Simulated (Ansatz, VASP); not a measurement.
# InSe in VASP and in Ansatz

INCAR

```
SYSTEM = InSe
PREC = Accurate
ENCUT = 520
EDIFF = 1E-7
ISMEAR = -1
SIGMA = 0.05
LREAL = .False.
LASPH = .True.
NELM = 80
ALGO = Normal
ISIF = 2
LWAVE = .False.
LCHARG = .True.
GGA = PE
LELF = .True.
LVHAR = .True.
NBANDS = 27
```

The input KPOINTS:

```
Automatic mesh
0
Gamma
  11 11 11
  0 0 0
```

File POSCAR:

```
InSe
1.0
    2.0000000000      1.1547005384      8.4400000000
   -2.0000000000      1.1547005384      8.4400000000
    0.0000000000     -2.3094010768      8.4400000000
In Se
2 2
Direct
    0.8886000000      0.8886000000      0.8886000000
    0.0000000000      0.0000000000      0.0000000000
    0.1719000000      0.1719000000      0.1719000000
    0.3835000000      0.3835000000      0.3835000000
```

File input.yaml:

```yaml
crystal:
  lattice:
    - [2.0, 1.1547005384, 8.44]
    - [-2.0, 1.1547005384, 8.44]
    - [0.0, -2.3094010768, 8.44]
  atoms:
    - { symbol: In, position: [0.8886, 0.8886, 0.8886] }
    - { symbol: In, position: [0.0, 0.0, 0.0] }
    - { symbol: Se, position: [0.1719, 0.1719, 0.1719] }
    - { symbol: Se, position: [0.3835, 0.3835, 0.3835] }
hamiltonian:
  xc: pbe
  pseudopotentials: { kind: paw }
kpoints:
  mp_grid: { grid: [11, 11, 11] }
scf:
  occupations: { method: fermi_dirac, width: 0.05 }
output:
  forces: true
  stress: true
  eigenvalues: true
  write_density: true
  write_potential: true
  elf: true
  volumetric_format: npy
```

Alike in both runs: task single point; functional PBE; k mesh 11 × 11 × 11; occupations fermi-dirac, width 0.05 eV; no spin polarisation.

|  | VASP | Ansatz |
| --- | --- | --- |
| version | VASP 6.6.1 | Ansatz 0.2.0 |
| potentials or method | VASP PAW PBE potentials, release 64 (In_d, Se) | Ansatz PAW |
| plane-wave cutoff (eV) | 520 | 420 |
| valence electrons in the cell | 38 | 58 |

Ansatz gave:

- gap on the k mesh at the Fermi level (eV): 0.57
- least direct gap on the mesh (eV): 0.59
- pressure (GPa): 2.7
- traceless stress, the component that is largest in VASP (GPa): -0.79
- rms of the force components (eV/Å): 0.178

Q: What did VASP give for the same quantities?

A: gap on the k mesh at the Fermi level (eV): 0.56; least direct gap on the mesh (eV): 0.58; pressure (GPa): 2.8; traceless stress, the component that is largest in VASP (GPa): -0.80; rms of the force components (eV/Å): 0.187.

Atom by atom the forces differ by 0.009 eV/Å (rms over components). With one functional, cell and mesh, what is left measures potentials, basis and numerics. VASP's potentials hold 38 valence electrons a cell and Ansatz's 58, so a difference there can come from the potentials and not from the codes.

Noted on Ansatz's run: odd divisions of the mesh miss points on the zone boundary, where band edges often lie, so the gap on the mesh can be too wide.
